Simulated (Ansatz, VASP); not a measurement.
One calculation of AlN, two programs

The input INCAR:

```
SYSTEM = AlN
  PREC = Accurate
  ENCUT = 520
  EDIFF = 1E-6
  ISMEAR = 0
  SIGMA = 0.02
  LREAL = .FALSE.
  LASPH = .TRUE.
  NELM = 100
  ALGO = Normal
  ISIF = 2
  LWAVE = .FALSE.
  LCHARG = .FALSE.
  GGA = PE
  NBANDS = 11
```

File KPOINTS:

```
Automatic mesh
0
G
  10 10 10
  0 0 0
```

POSCAR

```
AlN
1.0
    0.0000000000      2.2015871044      2.2015871044
    2.2015871044      0.0000000000      2.2015871044
    2.2015871044      2.2015871044      0.0000000000
Al N
1 1
Direct
    0.0000000000      0.0000000000      0.0000000000
    0.7500000000      0.7500000000      0.7500000000
```

Input for Ansatz:

```yaml
crystal:
  lattice:
    - [0.0, 2.2015871044, 2.2015871044]
    - [2.2015871044, 0.0, 2.2015871044]
    - [2.2015871044, 2.2015871044, 0.0]
  atoms:
    - { symbol: Al, position: [0.0, 0.0, 0.0] }
    - { symbol: "N", position: [0.75, 0.75, 0.75] }
basis:
  ecutwfc: 420
kpoints:
  mp_grid: { grid: [10, 10, 10] }
  band_path: { path: [VBM, CBM], npoints: 2 }
hamiltonian:
  xc: pbe
scf:
  occupations: { method: gaussian, width: 0.02 }
output:
  forces: false
  stress: false
  eigenvalues: true
checkpoint:
  read: start.run
  write: ck
  compress: false
  write_wavefunctions: false
  write_every: 100000
```

Alike in both runs: task single point; functional PBE; k mesh 10 × 10 × 10; occupations gaussian, width 0.02 eV; no spin polarisation.

|  | VASP | Ansatz |
| --- | --- | --- |
| version | VASP 6.6.1 | Ansatz 0.2.0 |
| potentials or method | VASP PAW PBE potentials, release 64 (Al, N), cutoff 520 eV | scalar-relativistic, plane waves, PAW |
| valence electrons in the cell | 8 | 8 |

Ansatz gave:

| Property | Result |
| --- | --- |
| gap on the k mesh at the Fermi level (eV) | 3.31 |
| least direct gap on the mesh (eV) | 3.98 |

Q: What did VASP give for the same quantities?

A: gap on the k mesh at the Fermi level (eV): 3.30; least direct gap on the mesh (eV): 3.98.

With one functional, cell and mesh, what is left measures potentials, basis and numerics.
